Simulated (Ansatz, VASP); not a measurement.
**HfSiO4: VASP beside Ansatz**

INCAR

```
ALGO     = Normal         # electronic algorithm
EDIFF    = 1E-6           # SCF threshold, eV
ENCUT    = 600            # plane-wave cutoff, eV
GGA      = PE             # functional
GGA_COMPAT= False        
ISIF     = 2              # what is computed and relaxed
ISMEAR   = -1             # smearing method
LASPH    = True           # aspherical terms in the spheres
LCHARG   = True           # write CHGCAR
LELF     = True           # ELF
LREAL    = False          # projectors in reciprocal space
LVHAR    = True         
LWAVE    = False          # write WAVECAR
NBANDS   = 94             # bands
NELM     = 120            # most SCF steps
PREC     = Accurate       # precision mode
SIGMA    = 0.01           # smearing width, eV
```

The input KPOINTS:

```
k-points
0
Gamma
  1 1 1
```

The input POSCAR:

```
HfSiO4
1.0
    6.6465279200      0.0000000000      0.0000000000
    0.0000000000      6.6465279200      0.0000000000
    0.0000000000      0.0000000000      6.0147349600
Hf Si O
4 4 16
Direct
   -0.0005291118      0.0005291118      0.0000000000
    0.4994708882      0.5005291118      0.5000000000
    0.0005291118      0.4994708882      0.2500000000
    0.5005291118     -0.0005291118      0.7500000000
   -0.0004019702      0.5004019702      0.7500000000
    0.4995980298      0.0004019702      0.2500000000
    0.0004019702     -0.0004019702      0.5000000000
    0.5004019702      0.4995980298      0.0000000000
    0.0007124003      0.8156834396      0.3185036426
    0.5007124003      0.3156834396      0.8185036426
    0.1839640676      0.5006454359      0.5691485930
    0.6839640676      0.0006454359      0.0691485930
    0.3156834396      0.0007124003      0.0685036426
    0.8156834396      0.5007124003      0.5685036426
    0.0006454359      0.1839640676      0.3191485930
    0.5006454359      0.6839640676      0.8191485930
    0.3160359324      0.4993545641      0.1808514070
    0.8160359324     -0.0006454359      0.6808514070
   -0.0007124003      0.6843165604      0.9314963574
    0.4992875997      0.1843165604      0.4314963574
   -0.0006454359      0.3160359324      0.9308514070
    0.4993545641      0.8160359324      0.4308514070
    0.1843165604     -0.0007124003      0.6814963574
    0.6843165604      0.4992875997      0.1814963574
```

Input for Ansatz:

```yaml
crystal:
  lattice:
    - [6.64652792, 0.0, 0.0]
    - [0.0, 6.64652792, 0.0]
    - [0.0, 0.0, 6.01473496]
  atoms:
    - { symbol: Hf, position: [-0.0005291117704828, 0.0005291117704828, 1.201717869749e-20] }
    - { symbol: Hf, position: [0.4994708882295, 0.5005291117705, 0.5] }
    - { symbol: Hf, position: [0.0005291117704828, 0.4994708882295, 0.25] }
    - { symbol: Hf, position: [0.5005291117705, -0.0005291117704828, 0.75] }
    - { symbol: Si, position: [-0.0004019701855153, 0.5004019701855, 0.75] }
    - { symbol: Si, position: [0.4995980298145, 0.0004019701855153, 0.25] }
    - { symbol: Si, position: [0.0004019701855153, -0.0004019701855153, 0.5] }
    - { symbol: Si, position: [0.5004019701855, 0.4995980298145, 1.201717869749e-20] }
    - { symbol: O, position: [0.0007124002715426, 0.8156834396187, 0.318503642611] }
    - { symbol: O, position: [0.5007124002715, 0.3156834396187, 0.818503642611] }
    - { symbol: O, position: [0.1839640676186, 0.5006454359323, 0.569148593011] }
    - { symbol: O, position: [0.6839640676186, 0.0006454359322587, 0.06914859301101] }
    - { symbol: O, position: [0.3156834396187, 0.0007124002715426, 0.06850364261103] }
    - { symbol: O, position: [0.8156834396187, 0.5007124002715, 0.568503642611] }
    - { symbol: O, position: [0.0006454359322587, 0.1839640676186, 0.319148593011] }
    - { symbol: O, position: [0.5006454359323, 0.6839640676186, 0.819148593011] }
    - { symbol: O, position: [0.3160359323814, 0.4993545640677, 0.180851406989] }
    - { symbol: O, position: [0.8160359323814, -0.0006454359322587, 0.680851406989] }
    - { symbol: O, position: [-0.0007124002715426, 0.6843165603813, 0.931496357389] }
    - { symbol: O, position: [0.4992875997285, 0.1843165603813, 0.431496357389] }
    - { symbol: O, position: [-0.0006454359322587, 0.3160359323814, 0.930851406989] }
    - { symbol: O, position: [0.4993545640677, 0.8160359323814, 0.430851406989] }
    - { symbol: O, position: [0.1843165603813, -0.0007124002715426, 0.681496357389] }
    - { symbol: O, position: [0.6843165603813, 0.4992875997285, 0.181496357389] }
basis:
  ecutwfc: 420.0
  ecutrho_ratio: 4
  xc_grid: 2
  fft_grid_basis: typed
  precision: f64
kpoints:
  mp_grid: { grid: [1, 1, 1] }
hamiltonian:
  pseudopotentials: { kind: paw, azcp: { folder: soft_1 } }
scf:
  max_iter: 100
  self_checks: high
  occupations: { method: fermi_dirac, width: 0.01 }
output:
  forces: true
checkpoint:
  write: "../host.s2.run"
  compress: false
  write_wavefunctions: true
  write_every: 100000
```

Alike in both runs: task single point; functional PBE; k mesh 1 × 1 × 1; occupations fermi-dirac, width 0.01 eV; no spin polarisation.

|  | VASP | Ansatz |
| --- | --- | --- |
| version | VASP 6.6.1 | Ansatz 0.2.0 |
| potentials or method | VASP PAW PBE potentials, release 64 (Hf_pv, Si, O), cutoff 600 eV | plane-wave PAW DFT |
| valence electrons in the cell | 152 | 216 |

|  | VASP | Ansatz | Ansatz less VASP |
| --- | --- | --- | --- |
| gap on the k mesh at the Fermi level (eV) | 5.45 | 5.51 | +0.065 |
| rms of the force components (eV/Å) | 0.268 | 0.307 | +0.0391 |

Atom by atom the forces differ by 0.081 eV/Å (rms over components). VASP's potentials hold 152 valence electrons a cell and Ansatz's 216, so a difference there can come from the potentials and not from the codes.

The k mesh is coarse, so the values compare programs but aren't converged. Spin-orbit coupling is off throughout.
